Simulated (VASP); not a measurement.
A run of VASP 6.6.1 is set up as follows.

The input INCAR:

```
SYSTEM = Ag
PREC     = Accurate       ! precision mode
ENCUT    = 600            ! plane-wave cutoff, eV
EDIFF    = 1E-6           ! SCF threshold, eV
ISMEAR   = -1             ! smearing method
SIGMA    = 0.1            ! smearing width, eV
LREAL    = .FALSE.        ! projectors in reciprocal space
LASPH    = .TRUE.         ! aspherical terms in the spheres
NELM     = 100            ! most SCF steps
ALGO     = Normal         ! electronic algorithm
ISIF     = 3              ! what is computed and relaxed
LWAVE    = .FALSE.        ! write WAVECAR
LCHARG   = .FALSE.        ! write CHGCAR
IBRION   = 2              ! ionic algorithm
NSW      = 100            ! ionic steps
EDIFFG   = -0.002         ! ionic threshold
PSTRESS  = 100.0
```

The input KPOINTS:

```
regular mesh
0
G
  18 18 10
  0 0 0
```

Contents of POSCAR:

```
Ag
1.0
    2.8277090927      0.0000000000      0.0000000000
   -1.4138545463      2.4488679088      0.0000000000
    0.0000000000      0.0000000000      4.6341114828
Ag
2
Direct
    0.3333333333      0.6666666667      0.2500000000
    0.6666666667      0.3333333333      0.7500000000
```

Potentials or basis: VASP PAW LDA potentials, release 64 (Ag).

Run with:

```console
$ cat potpaw_LDA.64/Ag/POTCAR > POTCAR
$ mpirun -np 1 vasp_std > vasp.out
```

Q: Estimate the relaxed cell.

A: a = 2.772 Å, b = 2.772 Å, c = 4.541 Å, α = 90.00°, β = 90.00°, γ = 120.00°.

Q: Predict the relaxed volume.

A: 15.11 Å³/atom.

Q: Estimate the band gap on the k mesh.

A: Zero (bands 11 and 12 overlap by 7.97 eV).

Final structure:
```
CELL_PARAMETERS angstrom
2.77177 0.00000 0.00000
-1.38588 2.40042 0.00000
0.00000 0.00000 4.54056
ATOMIC_POSITIONS crystal
Ag 0.33333 0.66667 0.25000
Ag 0.66667 0.33333 0.75000
```

Caveat: the cell is relaxed towards a set pressure, so the run minimises the enthalpy, not the energy. LDA usually gives volumes a few per cent too small.
